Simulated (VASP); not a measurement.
# Lu3Si (Pm-3m) in VASP: notebook, part 2 of 3

VASP 6.6.1.

## (4) Single point, PBE

This run uses another cell than the first one, of 23.88 Å³/atom.

Contents of INCAR:

```
ALGO = Normal ; EDIFF = 1E-6
ENCUT = 520 ; GGA = PE
ISIF = 2 ; ISMEAR = -1
LASPH = True ; LCHARG = False
LREAL = False ; LWAVE = False
NBANDS = 48 ; NELM = 80
PREC = Accurate ; SIGMA = 0.05
```

Contents of KPOINTS:

```
k-points
0
Gamma
  6 6 6
```

Contents of POSCAR:

```
Lu3Si
1.0
    4.5714954990      0.0000000000      0.0000000000
    0.0000000000      4.5714954990      0.0000000000
    0.0000000000      0.0000000000      4.5714954990
Lu Si
3 1
Direct
    0.5000000000      0.5000000000      0.0000000000
    0.5000000000      0.0000000000      0.5000000000
    0.0000000000      0.5000000000      0.5000000000
    0.0000000000      0.0000000000      0.0000000000
```

Potentials or basis: VASP PAW PBE potentials, release 64 (Lu, Si).

Command:

```console
> cat potpaw_PBE.64/Lu/POTCAR potpaw_PBE.64/Si/POTCAR > POTCAR
> mpirun -np 1 vasp_std > vasp.out
```

OUTCAR:

```text
EDIFF = 1E-6
   ENCUT = 520
   GGA = PE
   ISIF = 2
   ISMEAR = -1
   LASPH = True
   LREAL = False
   NELM = 80
   PREC = Accurate

 ion  position               nearest neighbor table
   1  0.500  0.500  0.000-   2 3.23   3 3.23   4 3.23   2 3.23   3 3.23   2 3.23   4 3.23   2 3.23
                             3 3.23   4 3.23   3 3.23   4 3.23
   2  0.500  0.000  0.500-   1 3.23   3 3.23   4 3.23   1 3.23   4 3.23   1 3.23   3 3.23   1 3.23
                             3 3.23   4 3.23   4 3.23   3 3.23
   3  0.000  0.500  0.500-   1 3.23   2 3.23   4 3.23   1 3.23   4 3.23   2 3.23   4 3.23   4 3.23
                             1 3.23   2 3.23   1 3.23   2 3.23
   4  0.000  0.000  0.000-   1 3.23   2 3.23   3 3.23   2 3.23   3 3.23   1 3.23   3 3.23   3 3.23
                             1 3.23   2 3.23   2 3.23   1 3.23

  LATTYP: Found a simple cubic cell.
 ALAT       =     4.5714954990

  Lattice vectors:

 A1 = (   4.5714954990,   0.0000000000,   0.0000000000)
 A2 = (   0.0000000000,   4.5714954990,   0.0000000000)
 A3 = (   0.0000000000,   0.0000000000,   4.5714954990)

Analysis of symmetry for initial positions (statically):
=====================================================================
 Subroutine PRICEL returns:
 Original cell was already a primitive cell.

 Routine SETGRP: Setting up the symmetry group for a
 simple cubic supercell.

 Subroutine GETGRP returns: Found 48 space group operations
 (whereof 48 operations were pure point group operations)
 out of a pool of 48 trial point group operations.

The static configuration has the point symmetry O_h .

Analysis of symmetry for dynamics (positions and initial velocities):
=====================================================================
 Subroutine PRICEL returns:
 Original cell was already a primitive cell.

 Routine SETGRP: Setting up the symmetry group for a
 simple cubic supercell.

 Subroutine GETGRP returns: Found 48 space group operations
 (whereof 48 operations were pure point group operations)
 out of a pool of 48 trial point group operations.

The dynamic configuration has the point symmetry O_h .

 Subroutine INISYM returns: Found 48 space group operations
 (whereof 48 operations are pure point group operations),
 and found     1 'primitive' translations

----------------------------------------------------------------------------------------

                                     Primitive cell

  volume of cell :      95.5377

  direct lattice vectors                    reciprocal lattice vectors
     4.571495499  0.000000000  0.000000000     0.218746797  0.000000000  0.000000000
     0.000000000  4.571495499  0.000000000     0.000000000  0.218746797  0.000000000
     0.000000000  0.000000000  4.571495499     0.000000000  0.000000000  0.218746797

  length of vectors
     4.571495499  4.571495499  4.571495499     0.218746797  0.218746797  0.218746797

  position of ions in fractional coordinates (direct lattice)
     0.500000000  0.500000000  0.000000000
     0.500000000  0.000000000  0.500000000
     0.000000000  0.500000000  0.500000000
     0.000000000  0.000000000  0.000000000

  ion indices of the primitive-cell ions
   primitive index   ion index
                 1           1
                 2           2
                 3           3
[... 25 lines left out ...]

 Found     20 irreducible k-points:

 Following reciprocal coordinates:
            Coordinates               Weight
  0.000000  0.000000  0.000000      1.000000
  0.166667  0.000000  0.000000      6.000000
  0.333333  0.000000  0.000000      6.000000
  0.500000  0.000000  0.000000      3.000000
  0.166667  0.166667  0.000000     12.000000
  0.333333  0.166667  0.000000     24.000000
[... 12 lines left out ...]
  0.500000  0.500000  0.333333      6.000000
  0.500000  0.500000  0.500000      1.000000
   k-points           NKPTS =     20   k-points in BZ     NKDIM =     20   number of bands    NBANDS=     48
   number of dos      NEDOS =    301   number of ions     NIONS =      4
   total plane-waves  NPLWV =  46656
   dimension x,y,z NGX =    36 NGY =   36 NGZ =   36
   dimension x,y,z NGXF=    72 NGYF=   72 NGZF=   72
   ions per type =               3   1
   NGX,Y,Z   is equivalent  to a cutoff of  13.09, 13.09, 13.09 a.u.
   NGXF,Y,Z  is equivalent  to a cutoff of  26.18, 26.18, 26.18 a.u.
 SYSTEM =  unknown system
   PREC   = accura    normal or accurate (medium, high low for compatibility)
   ISTART =      0    job   : 0-new  1-cont  2-samecut
   ICHARG =      2    charge: 1-file 2-atom 10-const
   ISPIN  =      1    spin polarized calculation?
   LNONCOLLINEAR =      F non collinear calculations
   LSORBIT =      F    spin-orbit coupling
   LASPH  =      T    aspherical Exc in radial PAW
   ENCUT  =  520.0 eV  38.22 Ry    6.18 a.u.   8.50  8.50  8.50*2*pi/ulx,y,z
   NELM   =     80;   NELMIN=  2; NELMDL= -5     # of ELM steps
   EDIFF  = 0.1E-05   stopping-criterion for ELM
   LREAL  =      F    real-space projection
   EDIFFG = 0.1E-04   stopping-criterion for IOM
   NSW    =      0    number of steps for IOM
   IBRION =     -1    ionic relax: 0-MD 1-quasi-New 2-CG
   NFREE  =      0    steps in history (QN), initial steepest desc. (CG)
   ISIF   =      2    stress and relaxation
   ISYM   =      2    0-nonsym 1-usesym 2-fastsym
   POTIM  = 0.5000    time-step for ionic-motion
   TEBEG  =    0.0;   TEEND  =   0.0 temperature during run
   PSTRESS=    0.0 pullay stress
   NELECT =      79.0000    total number of electrons
   NUPDOWN=      -1.0000    fix difference up-down
   EMIN   =  10.00;   EMAX   =-10.00  energy-range for DOS
   EFERMI =   0.00;   METHOD = LEGACY
   ISMEAR =    -1;   SIGMA  =   0.05  broadening in eV -4-tet -1-fermi 0-gaus
   EFERMI_NEDOS =   21; number of points for ismear=-14 and -15
   IALGO  =     38    algorithm
   IMIX   =      4    mixing-type and parameters
     AMIX     =   0.40;   BMIX     =  1.00
     AMIX_MAG =   1.60;   BMIX_MAG =  1.00
  volume/ion in A,a.u.               =      23.88       161.18
  Fermi-wavevector in a.u.,A,eV,Ry     =   1.536593  2.903740 32.124968  2.361119
  Thomas-Fermi vector in A             =   2.643220
   LORBIT       =      0    0 simple, 1 ext, 2 COOP (PROOUT), +10 PAW based schemes
   GGA     = PE    functional components
   LHFCALC =     F    Hartree Fock is set to
   AEXX    =    0.0000 exact exchange contribution
   IVDW    =     0    specifies the selected vdW correction
   LEPSILON=     F    determine dielectric tensor
   LRPA    =     F    only Hartree local field effects (RPA)
 non-spin polarized calculation
  energy-cutoff  :      520.00
  volume of cell :       95.54
 maximum number of plane-waves:      2601
 NGX is ok and might be reduce to    36
   NGX = 17   NGY = 17   NGZ = 17

 number of electron      79.0000030 magnetization

 Free energy of the ion-electron system (eV)
  ---------------------------------------------------
  ext. energy  EPLUGINS =         0.00000000
  ---------------------------------------------------
  free energy    TOTEN  =       -19.88719754 eV

  energy without entropy =      -19.83831017  energy(sigma->0) =      -19.86275386

 E-fermi :   3.7313     XC(G=0): -11.0621

 val. band max:        3.7249960749   @ k =   0.3333   0.3333   0.1667
 cond. band min:       3.7328715588   @ k =   0.3333   0.1667   0.0000
 fundamental gap:      0.0078754839
 Fermi energy:         3.7312636424

 k-point     1 :       0.0000    0.0000    0.0000
  band No.  band energies     occupation
      1     -52.5387      2.00000
      2     -52.4671      2.00000
      3     -52.4671      2.00000
      4     -23.5121      2.00000
      5     -23.5121      2.00000
      6     -23.5121      2.00000
[... 1009 lines left out ...]
     47       6.7362      0.00000
     48       7.1603      0.00000

------------------------ aborting loop because EDIFF is reached ----------------------------------------

  FORCE on cell =-STRESS in cart. coord.  units (eV):
  Direction    XX          YY          ZZ          XY          YZ          ZX
  --------------------------------------------------------------------------------------
  -------------------------------------------------------------------------------------
  Total       -1.0083656     -1.0083656     -1.0083656     -0.0000000     -0.0000000     -0.0000000
  in kB      -16.9103931    -16.9103931    -16.9103931     -0.0000000     -0.0000000     -0.0000000
  external PRESSURE =     -16.9103931 kB  Pullay stress =       0.0000000 kB

 VOLUME and BASIS-vectors are now :
 -----------------------------------------------------------------------------
  energy-cutoff  :      520.00
  volume of cell :       95.54
      direct lattice vectors                 reciprocal lattice vectors
     4.571495499  0.000000000  0.000000000     0.218746797  0.000000000  0.000000000
     0.000000000  4.571495499  0.000000000     0.000000000  0.218746797  0.000000000
     0.000000000  0.000000000  4.571495499     0.000000000  0.000000000  0.218746797

 POSITION                                       TOTAL-FORCE (eV/Angst)
 -----------------------------------------------------------------------------------
      2.28575      2.28575      0.00000         0.000000      0.000000      0.000000
      2.28575      0.00000      2.28575         0.000000      0.000000      0.000000
      0.00000      2.28575      2.28575         0.000000      0.000000      0.000000
      0.00000      0.00000      0.00000         0.000000      0.000000      0.000000
 -----------------------------------------------------------------------------------
    total drift:                                0.000000      0.000000      0.000000

  FREE ENERGIE OF THE ION-ELECTRON SYSTEM (eV)
  ---------------------------------------------------
  free  energy   TOTEN  =       -19.8871975391 eV

  energy  without entropy=      -19.8383101721  energy(sigma->0) =      -19.86275386
```

OSZICAR:

```text
N       E                     dE             d eps       ncg     rms          rms(c)
DAV:   1     0.641311555023E+03    0.64131E+03   -0.26719E+04  2856   0.514E+03
DAV:   2     0.729266309564E+02   -0.56838E+03   -0.53555E+03  2424   0.858E+02
DAV:   3    -0.791780072565E+01   -0.80844E+02   -0.78428E+02  2168   0.192E+02
DAV:   4    -0.197482741671E+02   -0.11830E+02   -0.11499E+02  3136   0.533E+01
DAV:   5    -0.203334752127E+02   -0.58520E+00   -0.58319E+00  2960   0.115E+01    0.730E+00
DAV:   6    -0.199536799333E+02    0.37980E+00   -0.15241E+00  3064   0.167E+01    0.329E+00
DAV:   7    -0.198914862108E+02    0.62194E-01   -0.29242E-01  2728   0.304E+00    0.902E-01
DAV:   8    -0.198863228329E+02    0.51634E-02   -0.64675E-02  2840   0.172E+00    0.283E-01
DAV:   9    -0.198870104592E+02   -0.68763E-03   -0.39109E-03  2880   0.625E-01    0.127E-01
DAV:  10    -0.198871949945E+02   -0.18454E-03   -0.11229E-03  2936   0.219E-01    0.249E-02
DAV:  11    -0.198871955071E+02   -0.51266E-06   -0.81315E-05  2976   0.802E-02    0.156E-02
DAV:  12    -0.198871978211E+02   -0.23140E-05   -0.13311E-05  2320   0.264E-02    0.267E-03
DAV:  13    -0.198871975391E+02    0.28203E-06   -0.12200E-06  1408   0.119E-02
   1 F= -.19887198E+02 E0= -.19862754E+02  d E =-.488874E-01
```

stdout:

```text
POSCAR found type information on POSCAR LuSi
 POSCAR found :  2 types and       4 ions
 scaLAPACK will be used
 LDA part: xc-table for (Slater+PW92), standard interpolation
 POSCAR, INCAR and KPOINTS ok, starting setup
 FFT: planning ... GRIDC
 FFT: planning ... GRID_SOFT
 FFT: planning ... GRID
 WAVECAR not read
 entering main loop
```

Run time: 82 s. Hardware: 1 thread of Oxide Virtual Turin-like, shared host; peak memory 0.21 GiB.

Results:

| Item | Value |
| --- | --- |
| Free energy | -19.8872 eV |
| Pressure | -1.7 GPa |
| Band gap on the k mesh | zero (an odd number of electrons rules out a gap without spin polarisation) |

Caveat: spin-orbit coupling is left out, which moves the levels of the heavy elements.

(Continued in part 3 of 3.)

The gap in the log of VASP goes by the Fermi energy; the results here count the filled bands.